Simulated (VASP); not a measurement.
Write the native input for VASP 6.6.1 that does the following.

```
Task                   : single point
Functional             : r2SCAN
Potentials or basis    : VASP PAW PBE potentials, release 64 (B, P)
Cutoff                 : 520 eV
k mesh                 : 8 × 8 × 8
Occupations            : gaussian, width 0.1 eV
Spin                   : no spin polarisation
Dipole correction      : no
Further INCAR settings : ALGO = Normal; EDIFF = 1e-06; NBANDS = 11
```

The system is BP.

```
CELL_PARAMETERS angstrom
0.00000 2.26607 2.26607
2.26607 0.00000 2.26607
2.26607 2.26607 0.00000
ATOMIC_POSITIONS crystal
B 0.00000 0.00000 0.00000
P 0.75000 0.75000 0.75000
```

One way to write it, as run:

POSCAR

```
BP
1.0
    0.0000000000      2.2660723800      2.2660723800
    2.2660723800      0.0000000000      2.2660723800
    2.2660723800      2.2660723800      0.0000000000
B P
1 1
Direct
    0.0000000000      0.0000000000      0.0000000000
    0.7500000000      0.7500000000      0.7500000000
```

INCAR.step1

```
PREC = Accurate ; ENCUT = 520
ISMEAR = 0 ; SIGMA = 0.1
LREAL = F ; LASPH = T
NELM = 80 ; NBANDS = 11
GGA = PE ; ALGO = Normal
EDIFF = 1E-4 ; LWAVE = T
LCHARG = F
```

INCAR.step2

```
PREC = Accurate ; ENCUT = 520
EDIFF = 1E-6 ; ISMEAR = 0
SIGMA = 0.1 ; LREAL = F
LASPH = T ; NELM = 80
ALGO = Normal ; ISIF = 2
LWAVE = F ; LCHARG = F
METAGGA = R2SCAN ; LMIXTAU = T
NBANDS = 11 ; ISTART = 1
```

KPOINTS

```
regular mesh
0
Gamma
  8 8 8
```

Potentials or basis: VASP PAW PBE potentials, release 64 (B, P).

Launch:

```console
$ cat potpaw_PBE.64/B/POTCAR potpaw_PBE.64/P/POTCAR > POTCAR
$ cp INCAR.step1 INCAR
$ mpirun -np 1 vasp_std > vasp.out
$ cp INCAR.step2 INCAR
$ mpirun -np 1 vasp_std > vasp.out
```

It gave:

The pressure is 0.0 GPa and the band gap on the k mesh is 1.47 eV (least direct gap 3.65 eV).

Caveat: the PAW data sets were made with another functional, which shifts forces and pressure a little.

It took 23 s on 1 thread of Intel Xeon 8259CL, on a shared host, peak memory 0.14 GiB.
